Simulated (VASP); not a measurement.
# KCl (Fm-3m) in VASP: settings compared, part 2 of 2

VASP 6.6.1. The steps go on from the part before.

### 6 Single point, PBE-based global hybrid with 25 % exact exchange

POSCAR reads:

```
KCl
1.0
    0.0000000000      3.1464700000      3.1464700000
    3.1464700000      0.0000000000      3.1464700000
    3.1464700000      3.1464700000      0.0000000000
K Cl
1 1
Direct
    0.0000000000      0.0000000000      0.0000000000
    0.5000000000      0.5000000000      0.5000000000
```

INCAR.step1 reads:

```
ALGO     = Normal         # electronic algorithm
EDIFF    = 1E-5           # SCF threshold, eV
ENCUT    = 520            # plane-wave cutoff, eV
GGA      = PE             # functional
ISIF     = 2              # what is computed and relaxed
ISMEAR   = -1             # smearing method
LASPH    = True           # aspherical terms in the spheres
LCHARG   = False          # write CHGCAR
LREAL    = False          # projectors in reciprocal space
LWAVE    = True           # write WAVECAR
NBANDS   = 15             # bands
NELM     = 80             # most SCF steps
PREC     = Accurate       # precision mode
SIGMA    = 0.05           # smearing width, eV
```

INCAR.step2 reads:

```
AEXX     = 0.25           # exact-exchange fraction
ALGO     = Normal         # electronic algorithm
EDIFF    = 1E-7           # SCF threshold, eV
ENCUT    = 520            # plane-wave cutoff, eV
GGA      = PE             # functional
ISIF     = 2              # what is computed and relaxed
ISMEAR   = -1             # smearing method
ISTART   = 1            
LASPH    = True           # aspherical terms in the spheres
LCHARG   = False          # write CHGCAR
LHFCALC  = True           # exact exchange
LREAL    = False          # projectors in reciprocal space
LWAVE    = False          # write WAVECAR
NBANDS   = 15             # bands
NELM     = 80             # most SCF steps
PREC     = Accurate       # precision mode
PRECFOCK = Normal       
SIGMA    = 0.05           # smearing width, eV
```

KPOINTS reads:

```
k-points
0
Gamma
  4 4 4
```

Potentials or basis: VASP PAW PBE potentials, release 64 (K_sv, Cl).

Launch:

```console
$ cat potpaw_PBE.64/K_sv/POTCAR potpaw_PBE.64/Cl/POTCAR > POTCAR
$ cp INCAR.step1 INCAR
$ mpirun -np 1 vasp_std > vasp.out
$ cp INCAR.step2 INCAR
$ mpirun -np 1 vasp_std > vasp.out
```

OUTCAR:

```text
AEXX = 0.25
   EDIFF = 1E-7
   ENCUT = 520
   GGA = PE
   ISIF = 2
   ISMEAR = -1
   ISTART = 1
   LASPH = True
   LHFCALC = True
   LREAL = False
   NELM = 80
   PREC = Accurate
   PRECFOCK = Normal

 ion  position               nearest neighbor table
   1  0.000  0.000  0.000-   2 3.15   2 3.15   2 3.15   2 3.15   2 3.15   2 3.15
   2  0.500  0.500  0.500-   1 3.15   1 3.15   1 3.15   1 3.15   1 3.15   1 3.15

  LATTYP: Found a face centered cubic cell.
 ALAT       =     6.2929400000

  Lattice vectors:

 A1 = (   0.0000000000,   3.1464700000,   3.1464700000)
 A2 = (   3.1464700000,   0.0000000000,   3.1464700000)
 A3 = (   3.1464700000,   3.1464700000,   0.0000000000)

Analysis of symmetry for initial positions (statically):
=====================================================================
 Subroutine PRICEL returns:
 Original cell was already a primitive cell.

 Routine SETGRP: Setting up the symmetry group for a
 face centered cubic supercell.

 Subroutine GETGRP returns: Found 48 space group operations
 (whereof 48 operations were pure point group operations)
 out of a pool of 48 trial point group operations.

The static configuration has the point symmetry O_h .

Analysis of symmetry for dynamics (positions and initial velocities):
=====================================================================
 Subroutine PRICEL returns:
 Original cell was already a primitive cell.

 Routine SETGRP: Setting up the symmetry group for a
 face centered cubic supercell.

 Subroutine GETGRP returns: Found 48 space group operations
 (whereof 48 operations were pure point group operations)
 out of a pool of 48 trial point group operations.

The dynamic configuration has the point symmetry O_h .

 Subroutine INISYM returns: Found 48 space group operations
 (whereof 48 operations are pure point group operations),
 and found     1 'primitive' translations

----------------------------------------------------------------------------------------

                                     Primitive cell

  volume of cell :      62.3018

[... 110 lines left out ...]
 non-spin polarized calculation
  energy-cutoff  :      520.00
  volume of cell :       62.30
 maximum number of plane-waves:      1700
 NGX is ok and might be reduce to    36
  NGX = 28; NGY = 28; NGZ = 28

 number of electron      16.0000001 magnetization

 Free energy of the ion-electron system (eV)
  ---------------------------------------------------
  ext. energy  EPLUGINS =         0.00000000
  ---------------------------------------------------
  free energy    TOTEN  =        -8.39224903 eV

  energy without entropy =       -8.39224903  energy(sigma->0) =       -8.39224903

 E-fermi :  -2.1008     XC(G=0):  -5.9272

 val. band max:       -3.2374109036   @ k =   0.0000   0.0000   0.0000
 cond. band min:       4.0126848818   @ k =   0.0000   0.0000   0.0000
 fundamental gap:      7.2500957854
 Fermi energy:        -2.1007657382

 k-point     1 :       0.0000    0.0000    0.0000
  band No.  band energies     occupation
      1     -32.5225      2.00000
      2     -16.5263      2.00000
      3     -14.6204      2.00000
      4     -14.6204      2.00000
      5     -14.6204      2.00000
      6      -3.2374      2.00000
      7      -3.2374      2.00000
      8      -3.2374      2.00000
      9       4.0127      0.00000
     10       7.4621      0.00000
     11       7.4621      0.00000
     12       7.4621      0.00000
     13       8.4724      0.00000
     14       8.4724      0.00000
[... 113 lines left out ...]
      2     -16.4999      2.00000
      3     -14.7233      2.00000
      4     -14.7233      2.00000
      5     -14.5382      2.00000
      6      -3.7533      2.00000
      7      -3.7477      2.00000
      8      -3.7477      2.00000
      9       6.9963      0.00000
     10       6.9963      0.00000
     11       8.5288      0.00000
     12       9.1178      0.00000
     13      11.2266      0.00000
     14      11.2364      0.00000
     15      11.2500      0.00000

------------------------ aborting loop because EDIFF is reached ----------------------------------------

  FORCE on cell =-STRESS in cart. coord.  units (eV):
  Direction    XX          YY          ZZ          XY          YZ          ZX
  --------------------------------------------------------------------------------------
  -------------------------------------------------------------------------------------
  Total        0.1597321      0.1597321      0.1597321      0.0000000     -0.0000000      0.0000000
  in kB        4.1077308      4.1077308      4.1077308      0.0000000     -0.0000000      0.0000000
  external PRESSURE =       4.1077308 kB  Pullay stress =       0.0000000 kB

 VOLUME and BASIS-vectors are now :
 -----------------------------------------------------------------------------
  energy-cutoff  :      520.00
  volume of cell :       62.30
      direct lattice vectors                 reciprocal lattice vectors
     0.000000000  3.146470000  3.146470000    -0.158908237  0.158908237  0.158908237
     3.146470000  0.000000000  3.146470000     0.158908237 -0.158908237  0.158908237
     3.146470000  3.146470000  0.000000000     0.158908237  0.158908237 -0.158908237

 POSITION                                       TOTAL-FORCE (eV/Angst)
 -----------------------------------------------------------------------------------
      0.00000      0.00000      0.00000        -0.000000     -0.000000     -0.000000
      3.14647      3.14647      3.14647         0.000000      0.000000      0.000000
 -----------------------------------------------------------------------------------
    total drift:                                0.000000     -0.000000     -0.000000

  FREE ENERGIE OF THE ION-ELECTRON SYSTEM (eV)
  ---------------------------------------------------
  free  energy   TOTEN  =        -8.3922490328 eV

  energy  without entropy=       -8.3922490328  energy(sigma->0) =       -8.39224903
```

OUTCAR.step1:

```text
EDIFF = 1E-5
   ENCUT = 520
   GGA = PE
   ISIF = 2
   ISMEAR = -1
[... 346 lines left out ...]
 -----------------------------------------------------------------------------------
      0.00000      0.00000      0.00000         0.000000      0.000000      0.000000
      3.14647      3.14647      3.14647         0.000000     -0.000000     -0.000000
 -----------------------------------------------------------------------------------
    total drift:                                0.000000      0.000000      0.000000

  FREE ENERGIE OF THE ION-ELECTRON SYSTEM (eV)
  ---------------------------------------------------
  free  energy   TOTEN  =        -6.8036806446 eV

  energy  without entropy=       -6.8036806445  energy(sigma->0) =       -6.80368064
```

OSZICAR.step1:

```text
N       E                     dE             d eps       ncg     rms          rms(c)
DAV:   1     0.993251343352E+02    0.99325E+02   -0.70602E+03   240   0.954E+02
DAV:   2    -0.751511682664E+00   -0.10008E+03   -0.92584E+02   311   0.232E+02
DAV:   3    -0.686980360544E+01   -0.61183E+01   -0.60837E+01   338   0.511E+01
DAV:   4    -0.709338006652E+01   -0.22358E+00   -0.22352E+00   389   0.862E+00
DAV:   5    -0.709514927859E+01   -0.17692E-02   -0.17692E-02   331   0.860E-01    0.333E+00
DAV:   6    -0.680452180460E+01    0.29063E+00   -0.42292E-01   296   0.327E+00    0.271E+00
DAV:   7    -0.679020367261E+01    0.14318E-01   -0.11470E-01   310   0.185E+00    0.158E+00
DAV:   8    -0.680249061140E+01   -0.12287E-01   -0.16903E-02   315   0.965E-01    0.204E-01
DAV:   9    -0.680301461468E+01   -0.52400E-03   -0.90746E-04   303   0.184E-01    0.104E-01
DAV:  10    -0.680367776453E+01   -0.66315E-03   -0.73056E-04   261   0.165E-01    0.253E-02
DAV:  11    -0.680368064457E+01   -0.28800E-05   -0.22327E-05   325   0.287E-02
   1 F= -.68036806E+01 E0= -.68036806E+01  d E =-.230768E-10
```

Wall time 9 min (1 thread of Intel Xeon Platinum 8259CL at 2.50GHz (Skylake/Cascade Lake), shared host); peak memory 0.21 GiB.

Results:

```
Free energy            : -8.3922 eV
Pressure               : 0.4 GPa
Band gap on the k mesh : 7.25 eV
```

Caveat: the k points lie up to 0.43 Å⁻¹ apart; the PAW data sets were made with another functional, which shifts forces and pressure a little.

### 7 Overview

| task | level | potentials or basis | k mesh | cutoff (eV) | smearing | grid for exact exchange (PRECFOCK) | share of exact exchange | gap on the mesh (eV) | pressure (GPa) |
| --- | --- | --- | --- | --- | --- | --- | --- | --- | --- |
| molecular dynamics | LDA | VASP PAW LDA potentials, release 64 (K_sv, Cl) | 5 × 5 × 5 | 350 | gaussian 0.01 eV | - | - | - | - |
| single point | PBE | VASP PAW PBE potentials, release 64 (K_sv, Cl) | 4 × 4 × 4 | 520 | fermi-dirac 0.05 eV | - | - | 5.19 | 0.8 |
| single point | PBE-based global hybrid with 10 % exact exchange | VASP PAW PBE potentials, release 64 (K_sv, Cl) | 4 × 4 × 4 | 520 | fermi-dirac 0.05 eV | Normal | 0.1 | 6.01 | 0.6 |
| single point | PBE-based global hybrid with 15 % exact exchange | VASP PAW PBE potentials, release 64 (K_sv, Cl) | 4 × 4 × 4 | 520 | fermi-dirac 0.05 eV | Normal | 0.15 | 6.42 | 0.6 |
| single point | PBE-based global hybrid with 25 % exact exchange | VASP PAW PBE potentials, release 64 (K_sv, Cl) | 4 × 4 × 4 | 520 | fermi-dirac 0.05 eV | Normal | 0.25 | 7.25 | 0.4 |

Alike in all rows: no spin polarisation; cell as given.

Caveats: some runs use coarse meshes; the PAW data sets were made with another functional, which shifts forces and pressure a little (at least some runs).

Total energies depend on the potentials used, so only differences within one code and one set of settings carry meaning.
